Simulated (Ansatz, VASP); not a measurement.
**One calculation of ZnS, two programs**

POSCAR

```
ZnS
1.0
    3.8068031196      0.0000000000      0.0000000000
   -1.9034015598      3.2967882088      0.0000000000
    0.0000000000      0.0000000000      6.2465812868
Zn S
2 2
Direct
    0.3333333333      0.6666666667     -0.0373567344
    0.6666666667      0.3333333333      0.4626432656
    0.3333333333      0.6666666667      0.4123567344
    0.6666666667      0.3333333333      0.9123567344
```

The input INCAR.step1:

```
SYSTEM = ZnS
PREC = Accurate
ENCUT = 520
ISMEAR = 0
SIGMA = 0.01
LREAL = .False.
LASPH = .True.
NELM = 80
NBANDS = 26
GGA = PE
ALGO = Normal
EDIFF = 1E-4
LWAVE = .True.
LCHARG = .False.
```

The input INCAR.step2:

```
SYSTEM = ZnS
PREC = Accurate
ENCUT = 520
EDIFF = 1E-7
ISMEAR = 0
SIGMA = 0.01
LREAL = .False.
LASPH = .True.
NELM = 80
ALGO = Normal
ISIF = 2
LWAVE = .False.
LCHARG = .False.
METAGGA = R2SCAN
LMIXTAU = .True.
NBANDS = 26
ISTART = 1
```

File KPOINTS:

```
regular mesh
0
Gamma
  9 9 6
  0 0 0
```

Input for Ansatz:

```yaml
crystal:
  lattice:
    - [3.8068031196, 0.0, 0.0]
    - [-1.9034015598, 3.2967882088, 0.0]
    - [0.0, 0.0, 6.2465812868]
  atoms:
    - { symbol: Zn, position: [0.3333333333, 0.6666666667, -0.0373567344] }
    - { symbol: Zn, position: [0.6666666667, 0.3333333333, 0.4626432656] }
    - { symbol: S, position: [0.3333333333, 0.6666666667, 0.4123567344] }
    - { symbol: S, position: [0.6666666667, 0.3333333333, 0.9123567344] }
basis:
  ecutwfc: 600.0
  xc_grid: 2
kpoints:
  mp_grid: { grid: [9, 9, 6] }
hamiltonian:
  xc: r2scan
  pseudopotentials: { kind: paw, azcp: { folder: soft_1 } }
scf:
  occupations: { method: fixed }
output:
  forces: true
  stress: true
  eigenvalues: true
  polarization: {}
```

Change from the starting cell: polar distortion scaled by 0.40.

Alike in both runs: task single point; functional r2SCAN; k mesh 9 × 9 × 6; no spin polarisation.

|  | VASP | Ansatz |
| --- | --- | --- |
| version | VASP 6.6.1 | Ansatz 0.2.0 |
| potentials or method | VASP PAW PBE potentials, release 64 (Zn, S), cutoff 520 eV | scalar-relativistic, plane waves, PAW |
| occupations | gaussian, width 0.01 eV | fixed |
| valence electrons in the cell | 36 | 36 |

|  | VASP | Ansatz | Ansatz less VASP |
| --- | --- | --- | --- |
| gap on the k mesh at the Fermi level (eV) | 3.10 | 3.10 | -0.009 |
| least direct gap on the mesh (eV) | 3.10 | 3.10 | -0.009 |
| pressure (GPa) | 4.1 | 4.0 | -0.11 |
| traceless stress, the component that is largest in VASP (GPa) | -5.12 | -5.06 | +0.063 |
| rms of the force components (eV/Å) | 0.401 | 0.403 | +0.0018 |

VASP's potentials were made for PBE, not for r2SCAN. Atom by atom the forces differ by 0.002 eV/Å (rms over components).
